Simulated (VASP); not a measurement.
AgCl4: relaxation of cell and atoms with PBE

Crystal: AgCl4.

```xyz
5
Lattice="4.4140 0.0000 0.0000 0.0000 4.4140 0.0000 0.0000 0.0000 6.2423" Properties=species:S:1:pos:R:3 pbc="T T T"
Ag    0.0000    0.0000    0.0000
Cl    2.2070    0.0000    1.5606
Cl    0.0000    2.2070    4.6817
Cl    2.2070    0.0000    4.6817
Cl    0.0000    2.2070    1.5606
```

This cell differs from its parent crystal: atoms taken out.

```yaml
Program: VASP 6.6.1
Task: relaxation of cell and atoms
Functional: PBE
Potentials_or_basis: VASP PAW PBE potentials, release 64 (Ag, Cl)
Cutoff: 600 eV
k_mesh: 8 × 8 × 6
Occupations: gaussian, width 0.1 eV
Spin: no spin polarisation
Dipole_correction: no
Further_INCAR_settings: ALGO = Normal; EDIFF = 1e-07; IBRION = 2; EDIFFG = -0.01; NSW = 100; ISIF = 3
```

```json
{
  "Relaxed volume": "26.66 Å³/atom",
  "Relaxed cell": "a = 4.158 Å, b = 4.158 Å, c = 7.708 Å, α = 90.00°, β = 90.00°, γ = 90.00°",
  "Space group after relaxing (to 0.1 Å)": "P4/mmm (No. 123)",
  "Energy gained by relaxing": "44.9 meV/atom",
  "Ionic steps": "30",
  "Pressure after relaxing": "0.0 GPa",
  "Largest force after relaxing": "0.009 eV/Å",
  "Band gap on the k mesh": "zero (an odd number of electrons rules out a gap without spin polarisation)"
}
```

Forces in eV/Å, atoms in the order of the input:
```
Ag   0.000  0.000  0.000
Cl   0.000  0.000 -0.009
Cl   0.000  0.000  0.009
Cl   0.000  0.000  0.009
Cl   0.000  0.000 -0.009
```

Step by step:
```tsv
step	energy change (eV)	largest force (eV/Å)	pressure (GPa)	volume (Å³)
1	0.0000	0.0502	0.36	121.62
2	-0.0019	0.0188	0.04	122.59
3	-0.0021	0.0068	-0.09	122.96
4	-0.0031	0.0017	-0.11	122.99
5	-0.0084	0.0262	-0.17	123.06
6	-0.0258	0.0722	-0.29	123.18
7	-0.0758	0.1522	-0.45	123.26
8	-0.1466	0.2338	-0.32	122.90
9	-0.1488	0.2360	-0.17	122.67
10	-0.1490	0.2360	-0.21	122.74
11	-0.1497	0.2348	-0.19	122.72
12	-0.1507	0.2300	-0.11	122.68
13	-0.1508	0.2281	-0.08	122.66
14	-0.1519	0.2248	-0.07	122.64
15	-0.1549	0.2159	-0.02	122.58
16	-0.1606	0.1984	0.08	122.45
17	-0.1701	0.1616	0.30	122.20
18	-0.1815	0.0822	0.77	121.69
19	-0.1696	0.1036	1.88	120.67
20	-0.1830	0.0418	1.01	121.44
21	-0.1878	0.0406	0.86	122.11
22	-0.1983	0.0376	0.45	124.12
23	-0.2039	0.0340	-0.26	128.21
24	-0.2043	0.0346	-0.13	127.33
25	-0.2072	0.0282	-0.09	127.60
26	-0.2142	0.0092	0.03	128.38
27	-0.2211	0.0229	0.31	129.91
28	-0.2216	0.0347	0.44	130.49
29	-0.2246	0.0011	0.04	132.80
30	-0.2247	0.0087	-0.04	133.29
```

Final structure:
```xyz
5
Lattice="4.1584 0.0000 0.0000 0.0000 4.1584 0.0000 0.0000 0.0000 7.7081" Properties=species:S:1:pos:R:3 pbc="T T T"
Ag    0.0000    0.0000    0.0000
Cl    2.0792    0.0000    1.7864
Cl    4.1584    2.0792    5.9217
Cl    2.0792    0.0000    5.9217
Cl    0.0000    2.0792    1.7864
```

Levels at points of the mesh, in eV from the Fermi level:
```
           k point  band 15  band 16  band 17  band 18  band 19  band 20  band 21  band 22  band 23
(0.00, 0.00, 0.00)    -1.55    -0.65    -0.23    -0.08    -0.08     0.38     0.38     4.17     6.92
(0.50, 0.00, 0.00)    -1.78    -1.69    -1.40    -1.37    -0.91    -0.51    -0.39     5.51     7.40
(0.50, 0.50, 0.00)    -2.15    -0.38    -0.38     0.33     0.64     0.70     0.71     4.33     7.37
(0.00, 0.00, 0.50)    -1.58    -0.84    -0.09    -0.07    -0.07     0.37     0.37     4.76     6.65
(0.50, 0.00, 0.50)    -1.85    -1.72    -1.71    -1.35    -0.76    -0.59    -0.53     5.63     7.75
(0.50, 0.50, 0.50)    -2.13    -0.59    -0.59     0.32     0.65     0.69     0.72     4.59     8.04
```

Wall time 24 min on 1 thread of Intel(R) Xeon(R) 6975P-C (Granite Rapids) (shared host), peak memory 0.37 GiB.

Caveat: the cell differs from its parent crystal (atoms taken out); a cell axis changed by over 15 % at a fixed basis, so the end point is rough; this functional lacks dispersion, which binds layers or chains, so the pressure and a relaxed spacing across them are unreliable; an odd number of electrons without spin polarisation forces a metal; a magnetic or distorted state may lie lower.
